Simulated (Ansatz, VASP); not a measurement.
One calculation of AlNi, two programs

```
Al Ni
1.0
     2.71112    0.00000    0.00000
     0.00000    2.71112    0.00000
     0.00000    0.00000    3.25335
Al Ni
1 1
Direct
  0.00000 0.00000 0.00000
  0.50000 0.50000 0.50000
```

Alike in both runs: task single point; functional PBEsol; k mesh 18 × 18 × 18; occupations gaussian, width 0.15 eV; no spin polarisation.

```csv
,VASP,Ansatz
version,VASP 6.6.1,Ansatz 0.2.0
potentials or method,"VASP PAW PBE potentials, release 64 (Al, Ni), cutoff 520 eV","scalar-relativistic, plane waves, PAW"
valence electrons in the cell,13,21
```

```tsv
	VASP	Ansatz	Ansatz less VASP
gap on the k mesh at the Fermi level (eV)	none	none	-
pressure (GPa)	-1.9	-2.2	-0.27
traceless stress, the component that is largest in VASP (GPa)	-5.83	-5.64	+0.196
```

VASP's potentials were made for PBE, not for PBEsol. A gap of «none» marks a metal or a gap that the smearing closes. VASP's potentials hold 13 valence electrons a cell and Ansatz's 21, so a difference there can come from the potentials and not from the codes.
